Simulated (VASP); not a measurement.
# TiC (I4/mmm) in VASP: a series of runs

The runs below take TiC through single point, with PBE.

All numbers are computed with VASP 6.6.1; they aren't measurements. Logs are shortened: lines on timing, memory, paths and dates and some standing lists are left out, and cuts for length are marked.

### 1 The cell of the first run

It takes space group I4/mmm (No. 139, tetragonal). Conventional cell: a = 3.060 Å, b = 3.060 Å, c = 4.241 Å, α = 90.00°, β = 90.00°, γ = 90.00°. Within 2.8 Å of Ti (site symmetry 4/mmm) lie 6 C at 2.12 to 2.16 Å. C (site symmetry 4/mmm) has 6 Ti at 2.12 to 2.16 Å within 2.8 Å.

### 2 Single point, PBE (zz strain of -2 %)

File INCAR:

```
PREC = Accurate
ENCUT = 520
EDIFF = 1E-7
ISMEAR = -1
SIGMA = 0.03
LREAL = F
LASPH = T
NELM = 60
ALGO = Normal
ISIF = 2
LWAVE = F
LCHARG = F
GGA = PE
NBANDS = 15
```

File KPOINTS:

```
Automatic mesh
0
Gamma
  16 16 16
```

File POSCAR:

```
TiC
1.0
    0.0000000000      2.1640000000      2.1207200000
    2.1640000000      0.0000000000      2.1207200000
    2.1640000000      2.1640000000      0.0000000000
Ti C
1 1
Direct
    0.0000000000      0.0000000000      0.0000000000
    0.5000000000      0.5000000000      0.5000000000
```

Potentials or basis: VASP PAW PBE potentials, release 64 (Ti_sv, C).

Run with:

```bash
$ cat potpaw_PBE.64/Ti_sv/POTCAR potpaw_PBE.64/C/POTCAR > POTCAR
$ mpirun -np 1 vasp_std > vasp.out
```

OUTCAR:

```text
PREC = Accurate
   ENCUT = 520
   EDIFF = 1E-7
   ISMEAR = -1
   LREAL = F
   LASPH = T
   NELM = 60
   ISIF = 2
   GGA = PE

 ion  position               nearest neighbor table
   1  0.000  0.000  0.000-   2 2.12   2 2.12   2 2.16   2 2.16   2 2.16   2 2.16
   2  0.500  0.500  0.500-   1 2.12   1 2.12   1 2.16   1 2.16   1 2.16   1 2.16

  LATTYP: Found a body centered tetragonal cell.
 ALAT       =     3.0603581490
 C/A-ratio  =     1.3859292911

  Lattice vectors:

 A1 = (   0.0000000000,  -2.1640000000,  -2.1207200000)
 A2 = (   0.0000000000,   2.1640000000,  -2.1207200000)
 A3 = (   2.1640000000,   0.0000000000,   2.1207200000)

Analysis of symmetry for initial positions (statically):
=====================================================================
 Subroutine PRICEL returns:
 Original cell was already a primitive cell.

 Routine SETGRP: Setting up the symmetry group for a
 body centered tetragonal supercell.

 Subroutine GETGRP returns: Found 16 space group operations
 (whereof 16 operations were pure point group operations)
 out of a pool of 16 trial point group operations.

The static configuration has the point symmetry D_4h.

Analysis of symmetry for dynamics (positions and initial velocities):
=====================================================================
 Subroutine PRICEL returns:
 Original cell was already a primitive cell.

 Routine SETGRP: Setting up the symmetry group for a
 body centered tetragonal supercell.

 Subroutine GETGRP returns: Found 16 space group operations
 (whereof 16 operations were pure point group operations)
 out of a pool of 16 trial point group operations.

The dynamic configuration has the point symmetry D_4h.

 Subroutine INISYM returns: Found 16 space group operations
 (whereof 16 operations are pure point group operations),
 and found     1 'primitive' translations

----------------------------------------------------------------------------------------

                                     Primitive cell

  volume of cell :      19.8622

  direct lattice vectors                    reciprocal lattice vectors
     0.000000000  2.164000000  2.120720000    -0.231053604  0.231053604  0.235768984
     2.164000000  0.000000000  2.120720000     0.231053604 -0.231053604  0.235768984
     2.164000000  2.164000000  0.000000000     0.231053604  0.231053604 -0.235768984

  length of vectors
     3.029909127  3.029909127  3.060358149     0.402937402  0.402937402  0.402937402

  position of ions in fractional coordinates (direct lattice)
     0.000000000  0.000000000  0.000000000
     0.500000000  0.500000000  0.500000000

  ion indices of the primitive-cell ions
   primitive index   ion index
                 1           1
                 2           2

----------------------------------------------------------------------------------------

 KPOINTS: Automatic mesh

Automatic generation of k-mesh.
 Grid dimensions read from file:
 generate k-points for:   16   16   16

 Generating k-lattice:

  Cartesian coordinates                     Fractional coordinates (reciprocal lattice)
    -0.014440850  0.014440850  0.014735562     0.062500000  0.000000000  0.000000000
     0.014440850 -0.014440850  0.014735562     0.000000000  0.062500000  0.000000000
     0.014440850  0.014440850 -0.014735562     0.000000000  0.000000000  0.062500000

  Length of vectors
     0.025183588  0.025183588  0.025183588

  Shift w.r.t. Gamma in fractional coordinates (k-lattice)
     0.000000000  0.000000000  0.000000000

 Subroutine IBZKPT returns following result:
 ===========================================

 Found    349 irreducible k-points:

 Following reciprocal coordinates:
            Coordinates               Weight
  0.000000  0.000000  0.000000      1.000000
  0.062500  0.000000  0.000000      8.000000
  0.125000  0.000000  0.000000      8.000000
  0.187500  0.000000  0.000000      8.000000
  0.250000  0.000000  0.000000      8.000000
  0.312500  0.000000  0.000000      8.000000
[... 16 lines left out ...]
 -0.125000  0.062500  0.000000      8.000000
 -0.062500  0.062500  0.000000      4.000000
 [... further k-points ...]
   k-points           NKPTS =    349   k-points in BZ     NKDIM =    349   number of bands    NBANDS=     15
   number of dos      NEDOS =    301   number of ions     NIONS =      2
   total plane-waves  NPLWV =  13824
   dimension x,y,z NGX =    24 NGY =   24 NGZ =   24
   dimension x,y,z NGXF=    48 NGYF=   48 NGZF=   48
   ions per type =               1   1
   NGX,Y,Z   is equivalent  to a cutoff of  13.17, 13.17, 13.04 a.u.
   NGXF,Y,Z  is equivalent  to a cutoff of  26.34, 26.34, 26.07 a.u.
 SYSTEM =  unknown system
   PREC   = accura    normal or accurate (medium, high low for compatibility)
   ISTART =      0    job   : 0-new  1-cont  2-samecut
   ICHARG =      2    charge: 1-file 2-atom 10-const
   ISPIN  =      1    spin polarized calculation?
   LNONCOLLINEAR =      F non collinear calculations
   LSORBIT =      F    spin-orbit coupling
   LASPH  =      T    aspherical Exc in radial PAW
   ENCUT  =  520.0 eV  38.22 Ry    6.18 a.u.   5.63  5.63  5.69*2*pi/ulx,y,z
   NELM   =     60;   NELMIN=  2; NELMDL= -5     # of ELM steps
   EDIFF  = 0.1E-06   stopping-criterion for ELM
   LREAL  =      F    real-space projection
   EDIFFG = 0.1E-05   stopping-criterion for IOM
   NSW    =      0    number of steps for IOM
   IBRION =     -1    ionic relax: 0-MD 1-quasi-New 2-CG
   NFREE  =      0    steps in history (QN), initial steepest desc. (CG)
   ISIF   =      2    stress and relaxation
   ISYM   =      2    0-nonsym 1-usesym 2-fastsym
   POTIM  = 0.5000    time-step for ionic-motion
   TEBEG  =    0.0;   TEEND  =   0.0 temperature during run
   PSTRESS=    0.0 pullay stress
   NELECT =      16.0000    total number of electrons
   NUPDOWN=      -1.0000    fix difference up-down
   EMIN   =  10.00;   EMAX   =-10.00  energy-range for DOS
   EFERMI =   0.00;   METHOD = LEGACY
   ISMEAR =    -1;   SIGMA  =   0.03  broadening in eV -4-tet -1-fermi 0-gaus
   EFERMI_NEDOS =   21; number of points for ismear=-14 and -15
   IALGO  =     38    algorithm
   IMIX   =      4    mixing-type and parameters
     AMIX     =   0.40;   BMIX     =  1.00
     AMIX_MAG =   1.60;   BMIX_MAG =  1.00
  volume/ion in A,a.u.               =       9.93        67.02
  Fermi-wavevector in a.u.,A,eV,Ry     =   1.523254  2.878532 31.569619  2.320302
  Thomas-Fermi vector in A             =   2.631722
   LORBIT       =      0    0 simple, 1 ext, 2 COOP (PROOUT), +10 PAW based schemes
   GGA     = PE    functional components
   LHFCALC =     F    Hartree Fock is set to
   AEXX    =    0.0000 exact exchange contribution
   IVDW    =     0    specifies the selected vdW correction
   LEPSILON=     F    determine dielectric tensor
   LRPA    =     F    only Hartree local field effects (RPA)
 non-spin polarized calculation
  energy-cutoff  :      520.00
  volume of cell :       19.86
 maximum number of plane-waves:       548
   NGX = 11   NGY = 11   NGZ = 11

 number of electron      16.0000002 magnetization

 Free energy of the ion-electron system (eV)
  ---------------------------------------------------
  ext. energy  EPLUGINS =         0.00000000
  ---------------------------------------------------
  free energy    TOTEN  =       -18.69195880 eV

  energy without entropy =      -18.69090433  energy(sigma->0) =      -18.69143157

 E-fermi :   9.6812     XC(G=0): -12.8145

 val. band max:        9.6775756590   @ k =   0.3750   0.0000   0.3125
 cond. band min:       9.6932855218   @ k =   0.5000   0.4375   0.0000
 fundamental gap:      0.0157098627
 Fermi energy:         9.6812304694

 k-point     1 :       0.0000    0.0000    0.0000
  band No.  band energies     occupation
      1     -46.8414      2.00000
      2     -22.8620      2.00000
      3     -22.8620      2.00000
      4     -22.8364      2.00000
      5      -2.8231      2.00000
      6      10.3328      0.00000
      7      10.3328      0.00000
      8      10.4858      0.00000
      9      11.3584      0.00000
     10      11.3584      0.00000
     11      11.3651      0.00000
     12      11.4423      0.00000
     13      11.5088      0.00000
     14      20.5089      0.00000
     15      23.8074      0.00000

 k-point     2 :       0.0625    0.0000    0.0000
  band No.  band energies     occupation
      1     -46.8383      2.00000
      2     -22.8790      2.00000
      3     -22.8643      2.00000
      4     -22.8425      2.00000
      5      -2.7319      2.00000
      6       9.9207      0.00068
      7      10.1125      0.00000
      8      10.2289      0.00000
      9      10.6990      0.00000
     10      10.7604      0.00000
     11      11.6379      0.00000
     12      12.3792      0.00000
     13      12.5076      0.00000
     14      20.6673      0.00000
     15      23.8542      0.00000

 k-point     3 :       0.1250    0.0000    0.0000
  band No.  band energies     occupation
      1     -46.8296      2.00000
      2     -22.9366      2.00000
      3     -22.8708      2.00000
      4     -22.8501      2.00000
      5      -2.4644      2.00000
      6       9.0318      2.00000
      7       9.3372      1.99998
      8       9.4283      1.99956
      9      10.7875      0.00000
     10      10.8410      0.00000
     11      11.9813      0.00000
     12      13.4572      0.00000
     13      13.6096      0.00000
     14      21.0489      0.00000
     15      23.9042      0.00000
[... 343 lines left out ...]
 k-point    23 :      -0.1250    0.0625    0.0000
  band No.  band energies     occupation
      1     -46.8235      2.00000
      2     -22.9730      2.00000
      3     -22.8686      2.00000
      4     -22.8661      2.00000
      5      -2.2770      2.00000
      6       8.5511      2.00000
      7       8.8502      2.00000
      8       9.1210      2.00000
      9      10.6560      0.00000
     10      11.3047      0.00000
     11      12.2818      0.00000
     12      13.4761      0.00000
     13      14.4169      0.00000
     14      21.2721      0.00000
     15      23.9448      0.00000

 k-point    24 :      -0.0625    0.0625    0.0000
  band No.  band energies     occupation
      1     -46.8336      2.00000
      2     -22.9104      2.00000
      3     -22.8640      2.00000
      4     -22.8509      2.00000
      5      -2.5890      2.00000
      6       9.4898      1.99662
      7       9.6253      1.73170
      8       9.6569      1.38469
      9      10.4470      0.00000
     10      11.1361      0.00000
     11      11.9906      0.00000
     12      12.6547      0.00000
     13      13.3641      0.00000
     14      20.8912      0.00000
     15      23.9227      0.00000

 [... further k-points ...]

------------------------ aborting loop because EDIFF is reached ----------------------------------------

  FORCE on cell =-STRESS in cart. coord.  units (eV):
  Direction    XX          YY          ZZ          XY          YZ          ZX
  --------------------------------------------------------------------------------------
  -------------------------------------------------------------------------------------
  Total        0.4538694      0.4538694      1.5520681      0.0000000     -0.0000000      0.0000000
  in kB       36.6111741     36.6111741    125.1968824      0.0000000     -0.0000000      0.0000000
  external PRESSURE =      66.1397435 kB  Pullay stress =       0.0000000 kB

 VOLUME and BASIS-vectors are now :
 -----------------------------------------------------------------------------
  energy-cutoff  :      520.00
  volume of cell :       19.86
      direct lattice vectors                 reciprocal lattice vectors
     0.000000000  2.164000000  2.120720000    -0.231053604  0.231053604  0.235768984
     2.164000000  0.000000000  2.120720000     0.231053604 -0.231053604  0.235768984
     2.164000000  2.164000000  0.000000000     0.231053604  0.231053604 -0.235768984

 POSITION                                       TOTAL-FORCE (eV/Angst)
 -----------------------------------------------------------------------------------
      0.00000      0.00000      0.00000         0.000000     -0.000000      0.000000
      2.16400      2.16400      2.12072         0.000000      0.000000     -0.000000
 -----------------------------------------------------------------------------------
    total drift:                                0.000000     -0.000000     -0.000000

  FREE ENERGIE OF THE ION-ELECTRON SYSTEM (eV)
  ---------------------------------------------------
  free  energy   TOTEN  =       -18.6919588048 eV

  energy  without entropy=      -18.6909043268  energy(sigma->0) =      -18.69143157
```

Run time: 72 s. Hardware: 1 thread of Intel Xeon Platinum 8259CL at 2.50GHz (Skylake/Cascade Lake), shared host; peak memory 0.22 GiB.

What came out:

```
Free energy            : -18.6920 eV
Pressure               : 6.6 GPa
Band gap on the k mesh : zero (band 8 reaches 10.49 eV, above the bottom of band 9 at 9.13 eV)
```

Stress tensor (GPa, compression positive):
```
 3.66  0.00  0.00
 0.00  3.66  0.00
 0.00  0.00 12.52
```

Caveat: the cell differs from its parent crystal (zz strain of -2 %).

### 3 Single point, PBE (zz strain of -1 %)

File INCAR:

```
PREC = Accurate
ENCUT = 520
EDIFF = 1E-6
ISMEAR = -1
SIGMA = 0.03
LREAL = F
LASPH = T
NELM = 80
ALGO = Normal
ISIF = 2
LWAVE = F
LCHARG = F
GGA = PE
NBANDS = 15
```

KPOINTS is that of step 2.

File POSCAR:

```
TiC
1.0
    0.0000000000      2.1640000000      2.1423600000
    2.1640000000      0.0000000000      2.1423600000
    2.1640000000      2.1640000000      0.0000000000
Ti C
1 1
Direct
    0.0000000000      0.0000000000      0.0000000000
    0.5000000000      0.5000000000      0.5000000000
```

Potentials or basis: VASP PAW PBE potentials, release 64 (Ti_sv, C).

Run with:

```bash
$ cat potpaw_PBE.64/Ti_sv/POTCAR potpaw_PBE.64/C/POTCAR > POTCAR
$ mpirun -np 1 vasp_std > vasp.out
```

Run time: 67 s. Hardware: 1 thread of Intel Xeon Platinum 8259CL at 2.50GHz (Skylake/Cascade Lake), shared host; peak memory 0.22 GiB.

It converged, with:

```
Free energy            : -18.7040 eV
Pressure               : 3.7 GPa
Band gap on the k mesh : zero (band 8 reaches 10.31 eV, above the bottom of band 9 at 9.09 eV)
```

Stress tensor (GPa, compression positive):
```
2.37 0.00 0.00
0.00 2.37 0.00
0.00 0.00 6.43
```

Levels at points of the mesh, in eV from the Fermi level:
```
           k point  band 5  band 6  band 7  band 8  band 9  band 10  band 11  band 12
(0.00, 0.00, 0.00)  -12.45    0.68    0.68    0.76    1.69     1.69     1.71     1.73
(0.50, 0.00, 0.00)   -8.91   -5.89   -2.94   -2.92    2.95     3.00     4.18     8.20
(0.50, 0.50, 0.00)  -10.14   -3.36   -1.66   -0.07   -0.07     2.76     3.59     3.59
(0.50, 0.00, 0.50)  -10.16   -3.47   -1.64    0.00    0.01     2.76     3.55     3.61
```

Caveat: the cell differs from its parent crystal (zz strain of -1 %).

### 4 Single point, PBE (zz strain of +1 %)

File INCAR:

```
ALGO     = Normal         # electronic algorithm
EDIFF    = 1E-6           # SCF threshold, eV
ENCUT    = 520            # plane-wave cutoff, eV
GGA      = PE             # functional
ISIF     = 2              # what is computed and relaxed
ISMEAR   = -1             # smearing method
LASPH    = True           # aspherical terms in the spheres
LCHARG   = False          # write CHGCAR
LREAL    = False          # projectors in reciprocal space
LWAVE    = False          # write WAVECAR
NBANDS   = 15             # bands
NELM     = 60             # most SCF steps
PREC     = Accurate       # precision mode
SIGMA    = 0.03           # smearing width, eV
```

File KPOINTS:

```
k-points
0
Gamma
  16 16 16
```

File POSCAR:

```
TiC
1.0
    0.0000000000      2.1640000000      2.1856400000
    2.1640000000      0.0000000000      2.1856400000
    2.1640000000      2.1640000000      0.0000000000
Ti C
1 1
Direct
    0.0000000000      0.0000000000      0.0000000000
    0.5000000000      0.5000000000      0.5000000000
```

Run with:

```bash
$ cat potpaw_PBE.64/Ti_sv/POTCAR potpaw_PBE.64/C/POTCAR > POTCAR
$ mpirun -np 1 vasp_std > vasp.out
```

Wall time 79 s (1 thread of Intel Xeon Platinum 8259CL at 2.50GHz (Skylake/Cascade Lake), shared host); peak memory 0.22 GiB.

The run converged. Its results:

```
Free energy            : -18.7071 eV
Pressure               : -1.4 GPa
Band gap on the k mesh : zero (band 8 reaches 10.04 eV, above the bottom of band 9 at 8.89 eV)
```

Stress tensor (GPa, compression positive):
```
-0.24  0.00  0.00
 0.00 -0.24  0.00
 0.00  0.00 -3.77
```

Levels at points of the mesh, in eV from the Fermi level:
| k point | band 4 | band 5 | band 6 | band 7 | band 8 | band 9 | band 10 | band 11 | band 12 | band 13 |
| --- | --- | --- | --- | --- | --- | --- | --- | --- | --- | --- |
| (0.00, 0.00, 0.00) | -32.63 | -12.35 | 0.65 | 0.72 | 0.72 | 1.65 | 1.67 | 1.69 | 1.69 | 1.74 |
| (0.50, 0.00, 0.00) | -32.67 | -8.91 | -5.79 | -2.87 | -2.85 | 2.87 | 2.92 | 4.06 | 8.01 | 8.16 |
| (0.50, 0.50, 0.00) | -32.78 | -10.09 | -3.49 | -1.57 | 0.02 | 0.02 | 2.68 | 3.48 | 3.48 | 5.67 |
| (0.50, 0.00, 0.50) | -32.80 | -10.07 | -3.38 | -1.59 | -0.06 | -0.06 | 2.69 | 3.46 | 3.52 | 5.76 |

Caveat: the cell differs from its parent crystal (zz strain of +1 %).

### 5 The runs side by side

```tsv
cell	gap on the mesh (eV)	pressure (GPa)
a = 3.030, b = 3.030, c = 3.060 Å, angles 59.7, 59.7, 60.7°, 2 atoms	none	6.6
a = 3.045, b = 3.045, c = 3.060 Å, angles 59.8, 59.8, 60.3°, 2 atoms	none	3.7
a = 3.076, b = 3.076, c = 3.060 Å, angles 60.2, 60.2, 59.7°, 2 atoms	none	-1.4
```

Alike in all rows: task single point; level PBE; potentials or basis VASP PAW PBE potentials, release 64 (Ti_sv, C); no spin polarisation; k mesh 16 × 16 × 16; cutoff (eV) 520; smearing fermi-dirac 0.03 eV.

Absolute energies hang on the potentials; compare differences alone.
